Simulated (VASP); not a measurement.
# SiC (Moissanite) (P6_3mc) in VASP: further runs, part 2 of 2

VASP 6.6.1. The steps go on from the part before.

## Step 5: Single point, PBE

This run uses another cell than the first one, of 10.60 Å³/atom, 1.139 times its volume.

INCAR reads:

```
SYSTEM = SiC
PREC = Accurate
ENCUT = 600
EDIFF = 1E-6
ISMEAR = 0
SIGMA = 0.01
LREAL = .FALSE.
LASPH = .TRUE.
NELM = 120
ALGO = Normal
ISIF = 2
LWAVE = .FALSE.
LCHARG = .FALSE.
GGA = PE
NBANDS = 16
GGA_COMPAT = .FALSE.
```

KPOINTS reads:

```
regular mesh
0
G
  12 12 4
  0 0 0
```

POSCAR reads:

```
SiC
1.0
    3.1014226405      0.0000000000      0.0000000000
   -1.5507113202      2.6859106513      0.0000000000
    0.0000000000      0.0000000000      5.0897209003
Si C
2 2
Direct
    0.3333333333      0.6666666667      0.0000000000
    0.6666666667      0.3333333333      0.5000000000
    0.3333333333      0.6666666667      0.3850000000
    0.6666666667      0.3333333333      0.8850000000
```

Potentials or basis: VASP PAW PBE potentials, release 64 (Si, C).

Run with:

```sh
$ cat potpaw_PBE.64/Si/POTCAR potpaw_PBE.64/C/POTCAR > POTCAR
$ mpirun -np 1 vasp_std > vasp.out
```

OUTCAR:

```text
SYSTEM = SiC
   PREC = Accurate
   ENCUT = 600
   EDIFF = 1E-6
   ISMEAR = 0
   LREAL = .FALSE.
   LASPH = .TRUE.
   NELM = 120
   ISIF = 2
   GGA = PE

 ion  position               nearest neighbor table
   1  0.333  0.667  0.000-   4 1.88   4 1.88   4 1.88   3 1.96   2 3.11   2 3.11   2 3.11   2 3.11
                             2 3.11   2 3.11
   2  0.667  0.333  0.500-   3 1.88   3 1.88   3 1.88   4 1.96   1 3.11   1 3.11   1 3.11   1 3.11
                             1 3.11   1 3.11
   3  0.333  0.667  0.385-   2 1.88   2 1.88   2 1.88   1 1.96
   4  0.667  0.333  0.885-   1 1.88   1 1.88   1 1.88   2 1.96

  LATTYP: Found a hexagonal cell.
 ALAT       =     3.1014226405
 C/A-ratio  =     1.6410923277

  Lattice vectors:

 A1 = (   3.1014226405,   0.0000000000,   0.0000000000)
 A2 = (  -1.5507113202,   2.6859106513,   0.0000000000)
 A3 = (   0.0000000000,   0.0000000000,   5.0897209003)

Analysis of symmetry for initial positions (statically):
=====================================================================
 Subroutine PRICEL returns:
 Original cell was already a primitive cell.

 Routine SETGRP: Setting up the symmetry group for a
 hexagonal supercell.

 Subroutine GETGRP returns: Found 12 space group operations
 (whereof  6 operations were pure point group operations)
 out of a pool of 24 trial point group operations.

The static configuration has the point symmetry C_3v.
 The point group associated with its full space group is C_6v.

Analysis of symmetry for dynamics (positions and initial velocities):
=====================================================================
 Subroutine PRICEL returns:
 Original cell was already a primitive cell.

 Routine SETGRP: Setting up the symmetry group for a
 hexagonal supercell.

 Subroutine GETGRP returns: Found 12 space group operations
 (whereof  6 operations were pure point group operations)
 out of a pool of 24 trial point group operations.

The dynamic configuration has the point symmetry C_3v.
 The point group associated with its full space group is C_6v.

 Subroutine INISYM returns: Found 12 space group operations
[... 121 lines left out ...]
     AMIX_MAG =   1.60;   BMIX_MAG =  1.00
  volume/ion in A,a.u.               =      10.60        71.53
  Fermi-wavevector in a.u.,A,eV,Ry     =   1.183040  2.235621 19.042483  1.399583
  Thomas-Fermi vector in A             =   2.319282
   LORBIT       =      0    0 simple, 1 ext, 2 COOP (PROOUT), +10 PAW based schemes
   GGA     = PE    functional components
   LHFCALC =     F    Hartree Fock is set to
   AEXX    =    0.0000 exact exchange contribution
   IVDW    =     0    specifies the selected vdW correction
   LEPSILON=     F    determine dielectric tensor
   LRPA    =     F    only Hartree local field effects (RPA)
 non-spin polarized calculation
 Gauss-broadening in eV      SIGMA  =   0.01
  energy-cutoff  :      600.00
  volume of cell :       42.40
 maximum number of plane-waves:      1448
 NGX is ok and might be reduce to    28
   NGX = 13   NGY = 13   NGZ = 21

 number of electron      16.0000000 magnetization

 Free energy of the ion-electron system (eV)
  ---------------------------------------------------
  ext. energy  EPLUGINS =         0.00000000
  ---------------------------------------------------
  free energy    TOTEN  =       -30.07681312 eV

  energy without entropy =      -30.07681312  energy(sigma->0) =      -30.07681312

 E-fermi :   8.2146     XC(G=0): -11.2412

 val. band max:        8.1319411748   @ k =   0.0000   0.0000   0.0000
 cond. band min:      10.4995300815   @ k =   0.3333   0.3333   0.0000
 fundamental gap:      2.3675889067
 Fermi energy:         8.2146054946

 k-point     1 :       0.0000    0.0000    0.0000
  band No.  band energies     occupation
      1      -7.3978      2.00000
      2      -3.9888      2.00000
      3      -0.4159      2.00000
      4       6.5874      2.00000
      5       6.5874      2.00000
      6       7.8546      2.00000
[... 433 lines left out ...]
      3       0.8931      2.00000
      4       2.7107      2.00000
      5       3.1841      2.00000
      6       5.2187      2.00000
[... 8 lines left out ...]
     15      19.2233      0.00000
     16      19.5616      0.00000

 [... further k-points ...]
[... 5 lines left out ...]
  --------------------------------------------------------------------------------------
  -------------------------------------------------------------------------------------
  Total       -0.1431850     -0.1431850     -1.1699734     -0.0000000      0.0000000      0.0000000
  in kB       -5.4108024     -5.4108018    -44.2119917     -0.0000000      0.0000000      0.0000000
  external PRESSURE =     -18.3445320 kB  Pullay stress =       0.0000000 kB

 VOLUME and BASIS-vectors are now :
 -----------------------------------------------------------------------------
  energy-cutoff  :      600.00
  volume of cell :       42.40
      direct lattice vectors                 reciprocal lattice vectors
     3.101422641  0.000000000  0.000000000     0.322432676  0.186156602  0.000000000
    -1.550711320  2.685910651  0.000000000     0.000000000  0.372313204  0.000000000
     0.000000000  0.000000000  5.089720900     0.000000000  0.000000000  0.196474427

 POSITION                                       TOTAL-FORCE (eV/Angst)
 -----------------------------------------------------------------------------------
     -0.00000      1.79061      0.00000         0.000000      0.000000      0.713916
      1.55071      0.89530      2.54486         0.000000      0.000000      0.713916
     -0.00000      1.79061      1.95954        -0.000000      0.000000     -0.713916
      1.55071      0.89530      4.50440         0.000000     -0.000000     -0.713916
 -----------------------------------------------------------------------------------
    total drift:                               -0.000000      0.000000      0.000445

  FREE ENERGIE OF THE ION-ELECTRON SYSTEM (eV)
  ---------------------------------------------------
  free  energy   TOTEN  =       -30.0768131236 eV

  energy  without entropy=      -30.0768131236  energy(sigma->0) =      -30.07681312
```

It took 34 s on 1 thread of AMD EPYC 7R43 (Zen 3), shared host; peak memory 0.16 GiB.

What came out:

* Free energy: -30.0768 eV
* Pressure: -1.8 GPa
* Largest force: 0.714 eV/Å
* Band gap on the k mesh: 2.37 eV, indirect (least direct gap 4.03 eV)

Forces in eV/Å, atoms in the order of the input:
```
Si   0.000  0.000  0.714
Si   0.000  0.000  0.714
C    0.000  0.000 -0.714
C    0.000  0.000 -0.714
```

## Step 6: Single point, PBE

This run uses another cell than the first one, of 10.86 Å³/atom, 1.167 times its volume.

INCAR is that of step 5.

KPOINTS is that of step 5.

POSCAR reads:

```
SiC
1.0
    3.1264351936      0.0000000000      0.0000000000
   -1.5632175968      2.7075721565      0.0000000000
    0.0000000000      0.0000000000      5.1307688092
Si C
2 2
Direct
    0.3333333333      0.6666666667      0.0000000000
    0.6666666667      0.3333333333      0.5000000000
    0.3333333333      0.6666666667      0.3850000000
    0.6666666667      0.3333333333      0.8850000000
```

Potentials or basis: VASP PAW PBE potentials, release 64 (Si, C).

Run with:

```sh
$ cat potpaw_PBE.64/Si/POTCAR potpaw_PBE.64/C/POTCAR > POTCAR
$ mpirun -np 1 vasp_std > vasp.out
```

OUTCAR:

```text
SYSTEM = SiC
   PREC = Accurate
   ENCUT = 600
   EDIFF = 1E-6
   ISMEAR = 0
   LREAL = .FALSE.
   LASPH = .TRUE.
   NELM = 120
   ISIF = 2
   GGA = PE

 ion  position               nearest neighbor table
   1  0.333  0.667  0.000-   4 1.90   4 1.90   4 1.90   3 1.98   2 3.14   2 3.14   2 3.14   2 3.14
                             2 3.14   2 3.14
   2  0.667  0.333  0.500-   3 1.90   3 1.90   3 1.90   4 1.98   1 3.14   1 3.14   1 3.14   1 3.14
                             1 3.14   1 3.14
   3  0.333  0.667  0.385-   2 1.90   2 1.90   2 1.90   1 1.98
   4  0.667  0.333  0.885-   1 1.90   1 1.90   1 1.90   2 1.98

  LATTYP: Found a hexagonal cell.
 ALAT       =     3.1264351936
 C/A-ratio  =     1.6410923277

  Lattice vectors:

 A1 = (   3.1264351936,   0.0000000000,   0.0000000000)
 A2 = (  -1.5632175968,   2.7075721565,   0.0000000000)
 A3 = (   0.0000000000,   0.0000000000,   5.1307688092)

Analysis of symmetry for initial positions (statically):
=====================================================================
 Subroutine PRICEL returns:
 Original cell was already a primitive cell.

 Routine SETGRP: Setting up the symmetry group for a
 hexagonal supercell.

 Subroutine GETGRP returns: Found 12 space group operations
 (whereof  6 operations were pure point group operations)
 out of a pool of 24 trial point group operations.

The static configuration has the point symmetry C_3v.
 The point group associated with its full space group is C_6v.

Analysis of symmetry for dynamics (positions and initial velocities):
=====================================================================
 Subroutine PRICEL returns:
 Original cell was already a primitive cell.

 Routine SETGRP: Setting up the symmetry group for a
 hexagonal supercell.

 Subroutine GETGRP returns: Found 12 space group operations
 (whereof  6 operations were pure point group operations)
 out of a pool of 24 trial point group operations.

The dynamic configuration has the point symmetry C_3v.
 The point group associated with its full space group is C_6v.

 Subroutine INISYM returns: Found 12 space group operations
 (whereof  6 operations are pure point group operations),
 and found     1 'primitive' translations

----------------------------------------------------------------------------------------

                                     Primitive cell

  volume of cell :      43.4322

  direct lattice vectors                    reciprocal lattice vectors
     3.126435194  0.000000000  0.000000000     0.319853104  0.184667285  0.000000000
    -1.563217597  2.707572156  0.000000000     0.000000000  0.369334571  0.000000000
     0.000000000  0.000000000  5.130768809     0.000000000  0.000000000  0.194902565

  length of vectors
     3.126435194  3.126435069  5.130768809     0.369334556  0.369334571  0.194902565

  position of ions in fractional coordinates (direct lattice)
     0.333333333  0.666666667  0.000000000
     0.666666667  0.333333333  0.500000000
     0.333333333  0.666666667  0.385000000
     0.666666667  0.333333333  0.885000000

  ion indices of the primitive-cell ions
   primitive index   ion index
                 1           1
                 2           2
                 3           3
                 4           4

----------------------------------------------------------------------------------------

[... 23 lines left out ...]

 Following reciprocal coordinates:
            Coordinates               Weight
  0.000000  0.000000  0.000000      1.000000
  0.083333  0.000000  0.000000      6.000000
  0.166667  0.000000  0.000000      6.000000
  0.250000  0.000000  0.000000      6.000000
  0.333333 -0.000000  0.000000      6.000000
  0.416667 -0.000000  0.000000      6.000000
[... 16 lines left out ...]
  0.250000  0.000000  0.250000     12.000000
  0.333333 -0.000000  0.250000     12.000000
 [... further k-points ...]
   k-points           NKPTS =     57   k-points in BZ     NKDIM =     57   number of bands    NBANDS=     16
   number of dos      NEDOS =    301   number of ions     NIONS =      4
   total plane-waves  NPLWV =  32928
   dimension x,y,z NGX =    28 NGY =   28 NGZ =   42
   dimension x,y,z NGXF=    56 NGYF=   56 NGZF=   84
   ions per type =               2   2
   NGX,Y,Z   is equivalent  to a cutoff of  14.89, 14.89, 13.61 a.u.
   NGXF,Y,Z  is equivalent  to a cutoff of  29.78, 29.78, 27.22 a.u.
 SYSTEM =  SiC
   PREC   = accura    normal or accurate (medium, high low for compatibility)
   ISTART =      0    job   : 0-new  1-cont  2-samecut
   ICHARG =      2    charge: 1-file 2-atom 10-const
   ISPIN  =      1    spin polarized calculation?
   LNONCOLLINEAR =      F non collinear calculations
   LSORBIT =      F    spin-orbit coupling
   LASPH  =      T    aspherical Exc in radial PAW
   ENCUT  =  600.0 eV  44.10 Ry    6.64 a.u.   6.24  6.24 10.25*2*pi/ulx,y,z
   NELM   =    120;   NELMIN=  2; NELMDL= -5     # of ELM steps
   EDIFF  = 0.1E-05   stopping-criterion for ELM
   LREAL  =      F    real-space projection
   EDIFFG = 0.1E-04   stopping-criterion for IOM
   NSW    =      0    number of steps for IOM
   IBRION =     -1    ionic relax: 0-MD 1-quasi-New 2-CG
   NFREE  =      0    steps in history (QN), initial steepest desc. (CG)
   ISIF   =      2    stress and relaxation
   ISYM   =      2    0-nonsym 1-usesym 2-fastsym
   POTIM  = 0.5000    time-step for ionic-motion
   TEBEG  =    0.0;   TEEND  =   0.0 temperature during run
   PSTRESS=    0.0 pullay stress
   NELECT =      16.0000    total number of electrons
   NUPDOWN=      -1.0000    fix difference up-down
   EMIN   =  10.00;   EMAX   =-10.00  energy-range for DOS
   EFERMI =   0.00;   METHOD = LEGACY
   ISMEAR =     0;   SIGMA  =   0.01  broadening in eV -4-tet -1-fermi 0-gaus
   EFERMI_NEDOS =   21; number of points for ismear=-14 and -15
   IALGO  =     38    algorithm
   IMIX   =      4    mixing-type and parameters
     AMIX     =   0.40;   BMIX     =  1.00
     AMIX_MAG =   1.60;   BMIX_MAG =  1.00
  volume/ion in A,a.u.               =      10.86        73.27
  Fermi-wavevector in a.u.,A,eV,Ry     =   1.173575  2.217735 18.739009  1.377278
  Thomas-Fermi vector in A             =   2.309986
   LORBIT       =      0    0 simple, 1 ext, 2 COOP (PROOUT), +10 PAW based schemes
   GGA     = PE    functional components
   LHFCALC =     F    Hartree Fock is set to
   AEXX    =    0.0000 exact exchange contribution
   IVDW    =     0    specifies the selected vdW correction
   LEPSILON=     F    determine dielectric tensor
   LRPA    =     F    only Hartree local field effects (RPA)
 non-spin polarized calculation
 Gauss-broadening in eV      SIGMA  =   0.01
  energy-cutoff  :      600.00
  volume of cell :       43.43
 maximum number of plane-waves:      1472
 NGX is ok and might be reduce to    28
   NGX = 13   NGY = 13   NGZ = 21

 number of electron      16.0000000 magnetization

 Free energy of the ion-electron system (eV)
  ---------------------------------------------------
  ext. energy  EPLUGINS =         0.00000000
  ---------------------------------------------------
  free energy    TOTEN  =       -30.05034140 eV

  energy without entropy =      -30.05034140  energy(sigma->0) =      -30.05034140

 E-fermi :   7.9836     XC(G=0): -11.1369

 val. band max:        7.8664298746   @ k =   0.0000   0.0000   0.0000
 cond. band min:      10.2761040140   @ k =   0.3333   0.3333   0.0000
 fundamental gap:      2.4096741394
 Fermi energy:         7.9836162152

 k-point     1 :       0.0000    0.0000    0.0000
  band No.  band energies     occupation
      1      -7.4760      2.00000
      2      -4.1559      2.00000
      3      -0.5431      2.00000
      4       6.3336      2.00000
      5       6.3336      2.00000
      6       7.5874      2.00000
[... 433 lines left out ...]
      3       0.6955      2.00000
      4       2.4878      2.00000
      5       2.9960      2.00000
      6       4.9913      2.00000
[... 8 lines left out ...]
     15      18.6984      0.00000
     16      19.0894      0.00000

 [... further k-points ...]
[... 5 lines left out ...]
  --------------------------------------------------------------------------------------
  -------------------------------------------------------------------------------------
  Total       -1.5062261     -1.5062260     -2.3217469      0.0000000     -0.0000000      0.0000000
  in kB      -55.5634035    -55.5633976    -85.6472742      0.0000000     -0.0000000      0.0000000
  external PRESSURE =     -65.5913584 kB  Pullay stress =       0.0000000 kB

 VOLUME and BASIS-vectors are now :
 -----------------------------------------------------------------------------
  energy-cutoff  :      600.00
  volume of cell :       43.43
      direct lattice vectors                 reciprocal lattice vectors
     3.126435194  0.000000000  0.000000000     0.319853104  0.184667285  0.000000000
    -1.563217597  2.707572156  0.000000000     0.000000000  0.369334571  0.000000000
     0.000000000  0.000000000  5.130768809     0.000000000  0.000000000  0.194902565

 POSITION                                       TOTAL-FORCE (eV/Angst)
 -----------------------------------------------------------------------------------
     -0.00000      1.80505      0.00000         0.000000      0.000000      0.678610
      1.56322      0.90252      2.56538        -0.000000      0.000000      0.678610
     -0.00000      1.80505      1.97535         0.000000     -0.000000     -0.678610
      1.56322      0.90252      4.54073        -0.000000     -0.000000     -0.678610
 -----------------------------------------------------------------------------------
    total drift:                               -0.000000      0.000000     -0.000192

  FREE ENERGIE OF THE ION-ELECTRON SYSTEM (eV)
  ---------------------------------------------------
  free  energy   TOTEN  =       -30.0503414031 eV

  energy  without entropy=      -30.0503414031  energy(sigma->0) =      -30.05034140
```

OSZICAR:

```text
N       E                     dE             d eps       ncg     rms          rms(c)
DAV:   1     0.294026303426E+02    0.29403E+02   -0.76720E+03  1824   0.996E+02
DAV:   2    -0.306915456676E+02   -0.60094E+02   -0.54765E+02  2544   0.166E+02
DAV:   3    -0.335033507166E+02   -0.28118E+01   -0.27985E+01  2488   0.328E+01
DAV:   4    -0.335260918714E+02   -0.22741E-01   -0.22738E-01  2136   0.357E+00
DAV:   5    -0.335263290697E+02   -0.23720E-03   -0.23719E-03  2496   0.349E-01    0.118E+01
DAV:   6    -0.301092591915E+02    0.34171E+01   -0.62855E+00  2328   0.153E+01    0.523E+00
DAV:   7    -0.300671896263E+02    0.42070E-01   -0.10168E+00  2552   0.583E+00    0.238E+00
DAV:   8    -0.300514234343E+02    0.15766E-01   -0.43140E-02  2048   0.136E+00    0.599E-01
DAV:   9    -0.300499611115E+02    0.14623E-02   -0.74471E-03  2280   0.580E-01    0.126E-01
DAV:  10    -0.300503084937E+02   -0.34738E-03   -0.11020E-03  2192   0.191E-01    0.589E-02
DAV:  11    -0.300503404112E+02   -0.31917E-04   -0.10980E-04  2144   0.734E-02    0.137E-02
DAV:  12    -0.300503414031E+02   -0.99192E-06   -0.75613E-06  2360   0.177E-02
   1 F= -.30050341E+02 E0= -.30050341E+02  d E =-.224343E-64
```

stdout:

```text
POSCAR found type information on POSCAR SiC
 POSCAR found :  2 types and       4 ions
 scaLAPACK will be used
 LDA part: xc-table for (Slater+PW92), standard interpolation
 POSCAR, INCAR and KPOINTS ok, starting setup
 FFT: planning ... GRIDC
 FFT: planning ... GRID_SOFT
 FFT: planning ... GRID
 WAVECAR not read
 entering main loop
```

It took 34 s on 1 thread of AMD EPYC 7R43 (Zen 3), shared host; peak memory 0.16 GiB.

Results:

```yaml
Free_energy: -30.0503 eV
Pressure: -6.6 GPa
Largest_force: 0.679 eV/Å
Band_gap_on_the_k_mesh: 2.41 eV, indirect (least direct gap 3.98 eV)
```

Forces on the atoms (eV/Å):
```
Si   0.000  0.000  0.679
Si   0.000  0.000  0.679
C    0.000  0.000 -0.679
C    0.000  0.000 -0.679
```

Stress tensor (GPa, compression positive):
```
-5.56  0.00  0.00
 0.00 -5.56  0.00
 0.00  0.00 -8.56
```

Levels at points of the mesh, in eV from the valence-band top:
| k point | band 6 | band 7 | band 8 | band 9 | band 10 | band 11 |
| --- | --- | --- | --- | --- | --- | --- |
| (0.00, 0.00, 0.00) | -0.28 | -0.28 | 0.00 | 4.20 | 5.51 | 6.23 |
| (0.50, 0.00, 0.00) | -3.44 | -3.12 | -1.47 | 2.50 | 4.13 | 6.37 |
| (0.00, 0.00, 0.50) | -0.96 | -0.96 | -0.96 | 5.28 | 5.28 | 6.91 |
| (0.50, 0.00, 0.50) | -2.62 | -2.29 | -2.29 | 3.06 | 3.06 | 4.79 |

A k mesh can miss the band edges. As with any semilocal functional, this PBE gap is likely too small.

## Step 7: Summary

| cell | gap on the mesh (eV) | pressure (GPa) | largest force (eV/Å) |
| --- | --- | --- | --- |
| a = 2.970, b = 2.970, c = 4.874 Å, angles 90.0, 90.0, 120.0°, 4 atoms | 2.12 | 32.7 | 0.93 |
| a = 2.997, b = 2.997, c = 4.919 Å, angles 90.0, 90.0, 120.0°, 4 atoms | 2.18 | 24.0 | 0.88 |
| a = 3.050, b = 3.050, c = 5.006 Å, angles 90.0, 90.0, 120.0°, 4 atoms | 2.28 | 9.5 | 0.79 |
| a = 3.101, b = 3.101, c = 5.090 Å, angles 90.0, 90.0, 120.0°, 4 atoms | 2.37 | -1.8 | 0.71 |
| a = 3.126, b = 3.126, c = 5.131 Å, angles 90.0, 90.0, 120.0°, 4 atoms | 2.41 | -6.6 | 0.68 |

Alike in all rows: task single point; level PBE; potentials or basis VASP PAW PBE potentials, release 64 (Si, C); no spin polarisation; k mesh 12 × 12 × 4; cutoff (eV) 600; smearing gaussian 0.01 eV.

Absolute energies hang on the potentials; compare differences alone.
